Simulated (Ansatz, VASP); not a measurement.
## Au in VASP and in Ansatz

```xyz
1
Lattice="0.0000 1.8819 2.1273 1.8819 0.0000 2.1273 1.8819 1.8819 0.0000" Properties=species:S:1:pos:R:3 pbc="T T T"
Au    0.0000    0.0000    0.0000
```

Change from the starting cell: strain -0.080 along x and y, +0.040 along z, atoms carried along.

Alike in both runs: task single point; functional PBE; k mesh 20 × 20 × 20; occupations gaussian, width 0.15 eV; no spin polarisation.

|  | VASP | Ansatz |
| --- | --- | --- |
| version | VASP 6.6.1 | Ansatz 0.2.0 |
| potentials or method | VASP PAW PBE potentials, release 64 (Au), cutoff 520 eV | scalar-relativistic, plane waves, PAW |
| valence electrons in the cell | 11 | 19 |

VASP gave:

```
gap on the k mesh at the Fermi level (eV)                     : none
pressure (GPa)                                                : 42.2
traceless stress, the component that is largest in VASP (GPa) : -8.40
```

**Question.** What did Ansatz give for the same quantities?

**Answer.** gap on the k mesh at the Fermi level (eV): none; pressure (GPa): 42.6; traceless stress, the component that is largest in VASP (GPa): -8.45.

A gap of «none» marks a metal or a gap that the smearing closes. Both programs put the cell under a high pressure, so it lies far from rest at this level. With one functional, cell and mesh, what is left measures potentials, basis and numerics. VASP's potentials hold 11 valence electrons a cell and Ansatz's 19, so a difference there can come from the potentials and not from the codes.

Neither program's run includes spin-orbit coupling.
